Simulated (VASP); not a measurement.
# Sc3B2N (P4mm) in VASP: notebook

Sc3B2N is run at these levels: PBE; tasks: relaxation of cell and atoms, single point.

Everything below comes from runs of VASP 6.6.1. Logs are shortened: lines on timing, memory, paths and dates and some standing lists are left out, and cuts for length are marked.

## (1) The cell of the first run

Symmetry: P4mm, No. 99, tetragonal system. Conventional cell: a = 3.210 Å, b = 3.210 Å, c = 7.826 Å, α = 90.00°, β = 90.00°, γ = 90.00°. Within 3.4 Å of Sc (site symmetry 4mm) lie 9 Sc at 2.60 to 3.21 Å and 5 B at 2.65 to 2.66 Å. Sc (site symmetry 4mm) has 5 B at 2.48 to 2.62 Å and 4 N at 2.59 Å and 5 Sc at 2.70 to 3.21 Å within 3.3 Å. Sc (site symmetry 4mm) has 1 N at 2.60 Å and 8 Sc at 2.60 to 3.21 Å and 5 B at 2.65 to 2.66 Å within 3.4 Å. Within 3.3 Å of B (site symmetry 4mm) lie 6 Sc at 2.48 to 2.65 Å and 4 N at 2.58 Å and 4 B at 3.21 Å. B (site symmetry 4mm) has 1 N at 2.57 Å and 9 Sc at 2.62 to 2.66 Å and 4 B at 3.21 Å within 3.4 Å. Within 3.4 Å of N (site symmetry 4mm) lie 5 B at 2.57 to 2.58 Å and 5 Sc at 2.59 to 2.60 Å and 4 N at 3.21 Å.

## (2) Relaxation of cell and atoms, PBE

INCAR reads:

```
PREC = Accurate
ENCUT = 600
EDIFF = 1E-6
ISMEAR = 0
SIGMA = 0.1
LREAL = F
LASPH = T
NELM = 80
ALGO = Normal
ISIF = 3
LWAVE = F
LCHARG = F
GGA = PE
IBRION = 2
NSW = 90
EDIFFG = -0.04
```

KPOINTS reads:

```
regular mesh
0
Gamma
  6 6 2
```

POSCAR reads:

```
Sc3B2N
1.0
    3.2104837200      0.0000000000      0.0000000000
    0.0000000000      3.2104837200      0.0000000000
    0.0000000000      0.0000000000      7.8261731500
Sc B N
3 2 1
Direct
    0.0000000000      0.0000000000      0.6709480300
    0.0000000000      0.0000000000      0.3257620000
    0.5000000000      0.5000000000      0.8341779700
    0.0000000000      0.0000000000      0.0094770000
    0.5000000000      0.5000000000      0.4938240100
    0.5000000000      0.5000000000      0.1658110000
```

Potentials or basis: VASP PAW PBE potentials, release 64 (Sc_sv, B, N).

Launch:

```bash
> cat potpaw_PBE.64/Sc_sv/POTCAR potpaw_PBE.64/B/POTCAR potpaw_PBE.64/N/POTCAR > POTCAR
> mpirun -np 1 vasp_std > vasp.out
```

OUTCAR:

```text
PREC = Accurate
   ENCUT = 600
   EDIFF = 1E-6
   ISMEAR = 0
   LREAL = F
   LASPH = T
   NELM = 80
   ISIF = 3
   GGA = PE
   IBRION = 2
   NSW = 90
   EDIFFG = -0.04

 ion  position               nearest neighbor table
   1  0.000  0.000  0.671-   3 2.60   3 2.60   3 2.60   3 2.60   4 2.65   5 2.66   5 2.66   5 2.66
                             5 2.66   2 2.70
   2  0.000  0.000  0.326-   4 2.48   6 2.59   6 2.59   6 2.59   6 2.59   5 2.62   5 2.62   5 2.62
                             5 2.62   1 2.70
   3  0.500  0.500  0.834-   6 2.60   1 2.60   1 2.60   1 2.60   1 2.60   4 2.65   4 2.65   4 2.65
                             4 2.65   5 2.66
   4  0.000  0.000  0.009-   2 2.48   1 2.65   3 2.65   3 2.65   3 2.65   3 2.65
   5  0.500  0.500  0.494-   2 2.62   2 2.62   2 2.62   2 2.62   1 2.66   1 2.66   1 2.66   1 2.66
                             3 2.66
   6  0.500  0.500  0.166-   2 2.59   2 2.59   2 2.59   2 2.59   3 2.60

  LATTYP: Found a simple tetragonal cell.
 ALAT       =     3.2104837200
 C/A-ratio  =     2.4376928315

  Lattice vectors:

 A1 = (   3.2104837200,   0.0000000000,   0.0000000000)
 A2 = (   0.0000000000,   3.2104837200,   0.0000000000)
 A3 = (   0.0000000000,   0.0000000000,   7.8261731500)

Analysis of symmetry for initial positions (statically):
=====================================================================
 Subroutine PRICEL returns:
 Original cell was already a primitive cell.

 Routine SETGRP: Setting up the symmetry group for a
 simple tetragonal supercell.

 Subroutine GETGRP returns: Found  8 space group operations
 (whereof  8 operations were pure point group operations)
 out of a pool of 16 trial point group operations.

The static configuration has the point symmetry C_4v.

Analysis of symmetry for dynamics (positions and initial velocities):
=====================================================================
 Subroutine PRICEL returns:
 Original cell was already a primitive cell.

 Routine SETGRP: Setting up the symmetry group for a
 simple tetragonal supercell.

 Subroutine GETGRP returns: Found  8 space group operations
 (whereof  8 operations were pure point group operations)
 out of a pool of 16 trial point group operations.

The dynamic configuration has the point symmetry C_4v.

 Subroutine INISYM returns: Found  8 space group operations
 (whereof  8 operations are pure point group operations),
 and found     1 'primitive' translations

----------------------------------------------------------------------------------------

                                     Primitive cell

  volume of cell :      80.6660

  direct lattice vectors                    reciprocal lattice vectors
     3.210483720  0.000000000  0.000000000     0.311479542  0.000000000  0.000000000
     0.000000000  3.210483720  0.000000000     0.000000000  0.311479542  0.000000000
     0.000000000  0.000000000  7.826173150     0.000000000  0.000000000  0.127776370

  length of vectors
     3.210483720  3.210483720  7.826173150     0.311479542  0.311479542  0.127776370

  position of ions in fractional coordinates (direct lattice)
     0.000000000  0.000000000  0.670948030
     0.000000000  0.000000000  0.325762000
     0.500000000  0.500000000  0.834177970
     0.000000000  0.000000000  0.009477000
     0.500000000  0.500000000  0.493824010
     0.500000000  0.500000000  0.165811000

  ion indices of the primitive-cell ions
   primitive index   ion index
                 1           1
                 2           2
                 3           3
                 4           4
                 5           5
                 6           6

----------------------------------------------------------------------------------------

 KPOINTS: regular mesh

Automatic generation of k-mesh.
 Grid dimensions read from file:
 generate k-points for:    6    6    2

 Generating k-lattice:

  Cartesian coordinates                     Fractional coordinates (reciprocal lattice)
     0.051913257  0.000000000  0.000000000     0.166666667  0.000000000  0.000000000
[... 45 lines left out ...]
   EFERMI_NEDOS =   21; number of points for ismear=-14 and -15
   IALGO  =     38    algorithm
   IMIX   =      4    mixing-type and parameters
     AMIX     =   0.40;   BMIX     =  1.00
     AMIX_MAG =   1.60;   BMIX_MAG =  1.00
  volume/ion in A,a.u.               =      13.44        90.73
  Fermi-wavevector in a.u.,A,eV,Ry     =   1.337608  2.527713 24.343486  1.789196
  Thomas-Fermi vector in A             =   2.466144
   LORBIT       =      0    0 simple, 1 ext, 2 COOP (PROOUT), +10 PAW based schemes
   GGA     = PE    functional components
   LHFCALC =     F    Hartree Fock is set to
   AEXX    =    0.0000 exact exchange contribution
   IVDW    =     0    specifies the selected vdW correction
   LEPSILON=     F    determine dielectric tensor
   LRPA    =     F    only Hartree local field effects (RPA)
 conjugate gradient relaxation of ions
 non-spin polarized calculation
 Gauss-broadening in eV      SIGMA  =   0.10
  energy-cutoff  :      600.00
  volume of cell :       80.67
 maximum number of plane-waves:      2720
 NGX is ok and might be reduce to    28
   NGX = 13   NGY = 13   NGZ = 31

--------------------------------------- Ionic step        1  -------------------------------------------

 number of electron      43.9999996 magnetization

 Free energy of the ion-electron system (eV)
  ---------------------------------------------------
  ext. energy  EPLUGINS =         0.00000000
  ---------------------------------------------------
  free energy    TOTEN  =       -35.88776429 eV

  energy without entropy =      -35.85946641  energy(sigma->0) =      -35.87361535

------------------------ aborting loop because EDIFF is reached ----------------------------------------

  FORCE on cell =-STRESS in cart. coord.  units (eV):
  Direction    XX          YY          ZZ          XY          YZ          ZX
  --------------------------------------------------------------------------------------
  -------------------------------------------------------------------------------------
  Total        1.9139198      1.9139198     -4.0038817      0.0000000     -0.0000000      0.0000000
  in kB       38.0140316     38.0140316    -79.5245865      0.0000000     -0.0000000      0.0000000
  external PRESSURE =      -1.1655078 kB  Pullay stress =       0.0000000 kB
[... 101 lines left out ...]
  FREE ENERGIE OF THE ION-ELECTRON SYSTEM (eV)
  ---------------------------------------------------
  free  energy   TOTEN  =       -36.1756644384 eV

  energy  without entropy=      -36.1463191665  energy(sigma->0) =      -36.16099180

[... ionic steps 4 to 28 ...]

--------------------------------------- Ionic step       29  -------------------------------------------

 number of electron      44.0000005 magnetization

------------------------ aborting loop because EDIFF is reached ----------------------------------------

  FORCE on cell =-STRESS in cart. coord.  units (eV):
  Direction    XX          YY          ZZ          XY          YZ          ZX
  --------------------------------------------------------------------------------------
  -------------------------------------------------------------------------------------
  Total       -0.1801520     -0.1801520     -0.2045982      0.0000000      0.0000000      0.0000000
  in kB       -3.4387947     -3.4387947     -3.9054307      0.0000000      0.0000000      0.0000000
  external PRESSURE =      -3.5943400 kB  Pullay stress =       0.0000000 kB
[... 65 lines left out ...]
  energy  without entropy=      -44.0865306787  energy(sigma->0) =      -44.09621813

--------------------------------------- Ionic step       31  -------------------------------------------

 number of electron      44.0000005 magnetization

 Free energy of the ion-electron system (eV)
  ---------------------------------------------------
  ext. energy  EPLUGINS =         0.00000000
  ---------------------------------------------------
  free energy    TOTEN  =       -44.10623649 eV

  energy without entropy =      -44.08690628  energy(sigma->0) =      -44.09657139

 E-fermi :   4.8840     XC(G=0): -10.9116

 val. band max:        4.8651918281   @ k =   0.3333   0.0000   0.0000
 cond. band min:       4.9509489430   @ k =   0.3333   0.0000   0.5000
 fundamental gap:      0.0857571149
 Fermi energy:         4.8840021403

 k-point     1 :       0.0000    0.0000    0.0000
  band No.  band energies     occupation
      1     -44.5117      2.00000
      2     -44.3407      2.00000
      3     -43.1765      2.00000
      4     -23.1752      2.00000
      5     -23.0990      2.00000
      6     -23.0990      2.00000
[... 602 lines left out ...]
  FREE ENERGIE OF THE ION-ELECTRON SYSTEM (eV)
  ---------------------------------------------------
  free  energy   TOTEN  =       -44.1062364912 eV

  energy  without entropy=      -44.0869062847  energy(sigma->0) =      -44.09657139

 reached required accuracy - stopping structural energy minimisation
```

Run time: 20 min. Hardware: 1 thread of Intel Xeon Platinum 8488C (Sapphire Rapids), shared host; peak memory 0.25 GiB.

What came out:

| Quantity | Value |
| --- | --- |
| Free energy | -44.1062 eV |
| Relaxed volume | 13.96 Å³/atom |
| Relaxed cell | a = 3.302 Å, b = 3.302 Å, c = 7.685 Å, α = 90.00°, β = 90.00°, γ = 90.00° |
| Space group after relaxing (to 0.05 Å) | P4mm (No. 99) |
| Energy gained by relaxing | 1369.7 meV/atom |
| Ionic steps | 31 |
| Pressure after relaxing | -0.1 GPa |
| Largest force after relaxing | 0.025 eV/Å |
| Band gap on the k mesh | zero (band 22 reaches 5.43 eV, above the bottom of band 23 at 4.08 eV) |

Forces on the atoms (eV/Å):
```
Sc   0.000  0.000  0.025
Sc   0.000  0.000 -0.013
Sc   0.000  0.000 -0.005
B    0.000  0.000 -0.006
B    0.000  0.000 -0.014
N    0.000  0.000  0.012
```

Step by step:
| step | energy change (eV) | largest force (eV/Å) | pressure (GPa) | volume (Å³) |
| --- | --- | --- | --- | --- |
| 1 | 0.0000 | 4.3265 | -0.12 | 80.67 |
| 2 | -1.8312 | 3.9580 | -0.02 | 80.49 |
| 3 | -0.2879 | 13.2072 | 26.56 | 79.20 |
| 4 | -2.6230 | 3.5742 | 1.14 | 80.27 |
| 5 | -3.1413 | 5.9562 | 8.20 | 79.81 |
| 6 | -3.1983 | 4.8825 | 5.36 | 79.96 |
| 7 | -4.3977 | 3.5778 | 1.91 | 83.04 |
| 8 | -5.1288 | 4.2855 | -0.40 | 87.30 |
| 9 | -6.1391 | 2.2091 | -6.15 | 89.05 |
| 10 | -6.1874 | 2.3079 | -6.75 | 89.50 |
| 11 | -6.6573 | 3.0908 | -0.44 | 83.44 |
| 12 | -6.8180 | 3.5616 | 18.01 | 73.62 |
| 13 | -6.8881 | 3.6772 | 8.86 | 77.58 |
| 14 | -7.1288 | 3.5802 | 10.17 | 76.72 |
| 15 | -7.4056 | 2.5719 | 18.95 | 74.19 |
| 16 | -7.4297 | 2.4114 | 14.08 | 75.26 |
| 17 | -7.4588 | 2.3334 | 15.62 | 74.87 |
| 18 | -7.7732 | 1.8489 | 11.33 | 77.06 |
| 19 | -7.9762 | 3.2792 | 5.96 | 81.10 |
| 20 | -8.1372 | 1.1021 | 0.25 | 83.59 |
| 21 | -8.1480 | 0.5443 | -1.52 | 84.49 |
| 22 | -8.1657 | 0.4809 | -1.19 | 84.22 |
| 23 | -8.2023 | 0.3786 | -0.07 | 83.44 |
| 24 | -8.1796 | 0.6983 | 2.80 | 81.88 |
| 25 | -8.2104 | 0.3219 | 0.74 | 82.95 |
| 26 | -8.2106 | 0.3121 | 0.89 | 82.86 |
| 27 | -8.2157 | 0.1046 | 0.51 | 83.28 |
| 28 | -8.2172 | 0.1438 | 0.18 | 83.66 |
| 29 | -8.2180 | 0.0884 | -0.36 | 83.94 |
| 30 | -8.2181 | 0.0638 | -0.23 | 83.87 |
| 31 | -8.2185 | 0.0255 | -0.06 | 83.77 |

Final structure:
```
CELL_PARAMETERS angstrom
3.30161 0.00000 0.00000
0.00000 3.30161 0.00000
0.00000 0.00000 7.68512
ATOMIC_POSITIONS crystal
Sc 0.00000 0.00000 0.63780
Sc 0.00000 0.00000 0.25796
Sc 0.50000 0.50000 0.96916
B 0.00000 0.00000 0.93645
B 0.50000 0.50000 0.44290
N 0.50000 0.50000 0.25572
```

Caveat: the k points lie up to 0.41 Å⁻¹ apart in the final cell.

## (3) Single point, PBE

This run uses another cell than the first one, of 13.91 Å³/atom, 1.035 times its volume.

INCAR reads:

```
PREC = Accurate
ENCUT = 520
EDIFF = 1E-7
ISMEAR = 0
SIGMA = 0.1
LREAL = False
LASPH = True
NELM = 80
ALGO = Normal
ISIF = 2
LWAVE = False
LCHARG = False
GGA = PE
NBANDS = 31
```

KPOINTS reads:

```
Automatic mesh
0
Gamma
  12 12 6
```

POSCAR reads:

```
Sc3B2N
1.0
    3.2971668082      0.0000000000      0.0000000000
    0.0000000000      3.2971668082      0.0000000000
    0.0000000000      0.0000000000      7.6791272087
Sc B N
3 2 1
Direct
    0.0000000000      0.0000000000      0.6374394524
    0.0000000000      0.0000000000      0.2586597774
    0.5000000000      0.5000000000      0.9698847289
    0.0000000000      0.0000000000      0.9346403972
    0.5000000000      0.5000000000      0.4434617872
    0.5000000000      0.5000000000      0.2559138668
```

Potentials or basis: VASP PAW PBE potentials, release 64 (Sc_sv, B, N).

Launch:

```bash
> cat potpaw_PBE.64/Sc_sv/POTCAR potpaw_PBE.64/B/POTCAR potpaw_PBE.64/N/POTCAR > POTCAR
> mpirun -np 1 vasp_std > vasp.out
```

Run time: 6.1 min. Hardware: 1 thread of Intel Xeon Platinum 8488C (Sapphire Rapids), shared host; peak memory 0.38 GiB.

It converged, with:

```
Free energy            : -44.0940 eV
Pressure               : 0.3 GPa
Largest force          : 0.036 eV/Å
Band gap on the k mesh : zero (band 22 reaches 5.45 eV, above the bottom of band 23 at 4.07 eV)
```

Forces in eV/Å, atoms in the order of the input:
```
Sc   0.000  0.000 -0.011
Sc   0.000  0.000  0.001
Sc   0.000  0.000 -0.020
B    0.000  0.000  0.004
B    0.000  0.000  0.036
N    0.000  0.000 -0.010
```

Levels at points of the mesh, in eV from the Fermi level:
```
           k point  band 18  band 19  band 20  band 21  band 22  band 23  band 24  band 25  band 26  band 27
(0.00, 0.00, 0.00)    -3.24    -1.81    -0.42     0.27     0.56     0.85     0.85     1.39     2.12     2.12
(0.50, 0.00, 0.00)    -3.50    -2.68    -2.30    -0.83    -0.33     0.64     0.73     1.44     2.68     2.84
(0.50, 0.50, 0.00)    -3.09    -1.83    -1.83    -0.73    -0.73     0.20     1.49     1.49     1.49     2.85
(0.00, 0.00, 0.50)    -3.23    -1.35    -0.33    -0.26     0.19     0.91     0.91     1.63     1.88     1.88
(0.50, 0.00, 0.50)    -3.29    -2.82    -1.97    -1.24    -0.28     0.41     0.65     1.55     2.25     3.20
(0.50, 0.50, 0.50)    -2.93    -1.68    -1.68    -1.03    -1.03    -0.67     1.93     1.93     2.44     3.34
```

## (4) Relaxation of cell and atoms, PBE

This run uses another cell than the first one, of 13.90 Å³/atom, 1.034 times its volume.

INCAR reads:

```
SYSTEM = Sc3B2N
PREC = Accurate ; ENCUT = 600
EDIFF = 1E-6 ; ISMEAR = 0
SIGMA = 0.1 ; LREAL = .False.
LASPH = .True. ; NELM = 80
ALGO = Normal ; ISIF = 3
LWAVE = .False. ; LCHARG = .False.
GGA = PE ; IBRION = 2
NSW = 100 ; EDIFFG = -0.01
```

KPOINTS reads:

```
regular mesh
0
Gamma
  12 12 6
  0 0 0
```

POSCAR reads:

```
Sc3B2N
1.0
    3.2950443196      0.0000000000      0.0000000000
    0.0000000000      3.2950443196      0.0000000000
    0.0000000000      0.0000000000      7.6827245275
Sc B N
3 2 1
Direct
    0.0000000000      0.0000000000      0.6381209051
    0.0000000000      0.0000000000      0.2578799882
    0.5000000000      0.5000000000      0.9694943836
    0.0000000000      0.0000000000      0.9364334270
    0.5000000000      0.5000000000      0.4425747645
    0.5000000000      0.5000000000      0.2554965416
```

Launch:

```bash
> cat potpaw_PBE.64/Sc_sv/POTCAR potpaw_PBE.64/B/POTCAR potpaw_PBE.64/N/POTCAR > POTCAR
> mpirun -np 1 vasp_std > vasp.out
```

Run time: 27 min. Hardware: 1 thread of Intel Xeon Platinum 8488C (Sapphire Rapids), shared host; peak memory 0.43 GiB.

Results (log left out):

```
Free energy                            : -44.0984 eV
Relaxed volume                         : 13.95 Å³/atom
Relaxed cell                           : a = 3.301 Å, b = 3.301 Å, c = 7.683 Å, α = 90.00°, β = 90.00°, γ = 90.00°
Space group after relaxing (to 0.05 Å) : P4mm (No. 99)
Energy gained by relaxing              : 0.3 meV/atom
Ionic steps                            : 12
Pressure after relaxing                : 0.0 GPa
Largest force after relaxing           : 0.004 eV/Å
Band gap on the k mesh                 : zero (band 22 reaches 5.44 eV, above the bottom of band 23 at 4.06 eV)
```

Forces on the atoms (eV/Å):
```
Sc   0.000  0.000 -0.001
Sc   0.000  0.000 -0.001
Sc   0.000  0.000  0.004
B    0.000  0.000 -0.004
B    0.000  0.000  0.001
N    0.000  0.000  0.002
```

The path:
```csv
step,energy change (eV),largest force (eV/Å),pressure (GPa),volume (Å³)
1,0.0000,0.1262,0.55,83.41
2,-0.0008,0.1858,-0.49,83.99
3,-0.0012,0.1071,-0.12,83.78
4,-0.0017,0.0675,-0.14,83.86
5,-0.0018,0.0492,-0.13,83.85
6,-0.0020,0.0185,-0.05,83.75
7,-0.0020,0.0207,0.06,83.63
8,-0.0020,0.0144,0.04,83.67
9,-0.0020,0.0133,0.04,83.68
10,-0.0020,0.0156,0.00,83.71
11,-0.0020,0.0114,0.01,83.69
12,-0.0021,0.0042,0.00,83.70
```

Final structure:
```cif
data_structure
_symmetry_space_group_name_H-M 'P 1'
_symmetry_Int_Tables_number 1
_cell_length_a 3.3005
_cell_length_b 3.3005
_cell_length_c 7.6832
_cell_angle_alpha 90.000
_cell_angle_beta 90.000
_cell_angle_gamma 90.000
_cell_volume 83.70
loop_
_atom_site_label
_atom_site_type_symbol
_atom_site_fract_x
_atom_site_fract_y
_atom_site_fract_z
_atom_site_occupancy
Sc1 Sc 0.00000 0.00000 0.63742 1
Sc2 Sc 0.00000 0.00000 0.25854 1
Sc3 Sc 0.50000 0.50000 0.96967 1
B1 B 0.00000 0.00000 0.93476 1
B2 B 0.50000 0.50000 0.44359 1
N1 N 0.50000 0.50000 0.25602 1
```

Levels at points of the mesh, in eV from the Fermi level:
| k point | band 18 | band 19 | band 20 | band 21 | band 22 | band 23 | band 24 | band 25 | band 26 |
| --- | --- | --- | --- | --- | --- | --- | --- | --- | --- |
| (0.00, 0.00, 0.00) | -3.23 | -1.81 | -0.42 | 0.27 | 0.56 | 0.85 | 0.85 | 1.39 | 2.12 |
| (0.50, 0.00, 0.00) | -3.49 | -2.68 | -2.30 | -0.83 | -0.33 | 0.64 | 0.73 | 1.44 | 2.68 |
| (0.50, 0.50, 0.00) | -3.09 | -1.82 | -1.82 | -0.72 | -0.72 | 0.20 | 1.48 | 1.48 | 1.49 |
| (0.00, 0.00, 0.50) | -3.23 | -1.34 | -0.33 | -0.25 | 0.19 | 0.91 | 0.91 | 1.63 | 1.88 |
| (0.50, 0.00, 0.50) | -3.29 | -2.81 | -1.97 | -1.24 | -0.29 | 0.41 | 0.65 | 1.54 | 2.24 |
| (0.50, 0.50, 0.50) | -2.92 | -1.67 | -1.67 | -1.03 | -1.03 | -0.67 | 1.92 | 1.92 | 2.43 |

## (5) Overview

```csv
task,cell,k mesh,cutoff (eV),gap on the mesh (eV),pressure (GPa),relaxed volume (Å³/atom),largest force (eV/Å)
relaxation of cell and atoms,"relaxed from a = 3.210, b = 3.210, c = 7.826 Å, 6 atoms",6 × 6 × 2,600,none,-0.1,13.96,0.03
single point,"a = 3.297, b = 3.297, c = 7.679 Å, 6 atoms",12 × 12 × 6,520,none,0.3,-,0.04
relaxation of cell and atoms,"relaxed from a = 3.295, b = 3.295, c = 7.683 Å, 6 atoms",12 × 12 × 6,600,none,0.0,13.95,-
```

Alike in all rows: level PBE; potentials or basis VASP PAW PBE potentials, release 64 (Sc_sv, B, N); no spin polarisation; smearing gaussian 0.1 eV.

Caveats: some runs use coarse meshes.

Absolute energies hang on the potentials; compare differences alone.
